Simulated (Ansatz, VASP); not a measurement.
## Two plane-wave programs on Al2Ru

File INCAR:

```
SYSTEM = Al2Ru
PREC = Accurate ; ENCUT = 600
EDIFF = 1E-7 ; ISMEAR = 0
SIGMA = 0.1 ; LREAL = .FALSE.
LASPH = .TRUE. ; NELM = 80
ALGO = Fast ; ISIF = 3
LWAVE = .FALSE. ; LCHARG = .FALSE.
GGA = CA ; IBRION = 2
NSW = 70 ; EDIFFG = -0.005
```

File KPOINTS:

```
regular mesh
0
G
  18 18 18
  0 0 0
```

File POSCAR:

```
Al2Ru
1.0
   -1.5748567099      1.5748567099      4.2372364874
    1.5748567099     -1.5748567099      4.2372364874
    1.5748567099      1.5748567099     -4.2372364874
Al Ru
2 1
Direct
    0.6593576066      0.6593576066      0.0000000000
    0.3406423934      0.3406423934      0.0000000000
    0.0000000000      0.0000000000      0.0000000000
```

Input for Ansatz:

```yaml
crystal:
  lattice:
    - [-1.5748567099, 1.5748567099, 4.2372364874]
    - [1.5748567099, -1.5748567099, 4.2372364874]
    - [1.5748567099, 1.5748567099, -4.2372364874]
  atoms:
    - { symbol: Al, position: [0.6593576066, 0.6593576066, 0.0] }
    - { symbol: Al, position: [0.3406423934, 0.3406423934, 0.0] }
    - { symbol: Ru, position: [0.0, 0.0, 0.0] }
basis:
  ecutwfc: 420
kpoints:
  mp_grid: { grid: [18, 18, 18] }
hamiltonian:
  xc: lda
scf:
  occupations: { method: gaussian, width: 0.1 }
output:
  forces: true
  stress: true
  eigenvalues: true
relax:
  adjacent_minimum: "off"
  f_tol: 0.005
  max_steps: 50
  cell: { stress_tol: 0.05 }
```

Alike in both runs: task relaxation of cell and atoms; functional LDA; k mesh 18 × 18 × 18; occupations gaussian, width 0.1 eV; no spin polarisation.

|  | VASP | Ansatz |
| --- | --- | --- |
| version | VASP 6.6.1 | Ansatz 0.2.0 |
| potentials or method | VASP PAW LDA potentials, release 64 (Al, Ru_pv), cutoff 600 eV | scalar-relativistic, plane waves, PAW |
| valence electrons in the cell | 20 | 22 |

Ansatz gave:

| Property | Result |
| --- | --- |
| gap on the k mesh at the Fermi level, each at its own relaxed structure (eV) | none |
| relaxed volume (Å³/atom) | 13.37 |
| relaxed cell length with the largest relative difference (Å) | 4.716 |

Question: What did VASP give for the same quantities?

Answer: gap on the k mesh at the Fermi level, each at its own relaxed structure (eV): none; relaxed volume (Å³/atom): 13.39; relaxed cell length with the largest relative difference (Å): 4.718.

LDA's correlation is that of Perdew and Zunger in VASP and of Perdew and Wang (1992) in Ansatz. A gap of «none» marks a metal or a gap that the smearing closes. VASP's potentials hold 20 valence electrons a cell and Ansatz's 22, so a difference there can come from the potentials and not from the codes.
